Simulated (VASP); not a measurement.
Here is a VASP 6.6.1 calculation.

File INCAR:

```
SYSTEM = C
ALGO = Normal
DIPOL = 0.5 0.5 0.313
EDIFF = 1E-6
ENCUT = 520
GGA = PE
IDIPOL = 3
ISIF = 2
ISMEAR = 0
LASPH = .True.
LCHARG = .True.
LDIPOL = .True.
LELF = .True.
LREAL = .False.
LVACPOTAV = .True.
LVHAR = .True.
LWAVE = .False.
NBANDS = 38
NELM = 80
PREC = Accurate
SIGMA = 0.1
```

Contents of KPOINTS:

```
k-points
0
Gamma
  6 3 1
  0 0 0
```

Contents of POSCAR:

```
C
1.0
    4.9326910637      0.0000000000      0.0000000000
   -1.2331727659      8.7858796705      0.0000000000
    0.0000000000      0.0000000000     20.2907137603
C
13
Direct
    0.0197005045      0.0788020180      0.1971345142
    0.5197005045      0.0788020180      0.1971345142
    0.2746256306      0.0985025225      0.2311704236
    0.7746256306      0.0985025225      0.2311704236
    0.2844758829      0.1379035315      0.2992422423
    0.7844758829      0.1379035315      0.2992422423
    0.0392967055      0.1571967531      0.3324023561
    0.5392967055      0.1571967531      0.3324023561
    0.0496769843      0.1987214031      0.4035397279
    0.5496769843      0.1987214031      0.4035397279
    0.3040736562      0.2163109382      0.4332382717
    0.8040736562      0.2163109382      0.4332382717
    0.3040736562      0.9663109382      0.2764321154
```

Potentials or basis: VASP PAW PBE potentials, release 64 (C).

Command:

```sh
$ cat potpaw_PBE.64/C/POTCAR > POTCAR
$ mpirun -np 1 vasp_std > vasp.out
```

Question: Estimate the band gap on the k mesh.

Answer: 0.04 eV, indirect (least direct gap 0.06 eV).

Question: Estimate the largest force.

Answer: 4.808 eV/Å.

Forces in eV/Å, atoms in the order of the input:
```
C   -1.690  0.491  1.027
C    1.127  0.125  0.865
C   -0.451 -0.308 -4.777
C    0.770 -1.179 -3.376
C    0.041  0.523  3.050
C    0.875  0.368  2.303
C   -1.756  0.463  0.458
C    1.216  0.706  0.523
C    0.008 -0.080  0.136
C    0.099 -0.121  0.228
C   -0.057  0.135 -0.156
C   -0.076 -0.038 -0.293
C   -0.106 -1.085  0.013
```
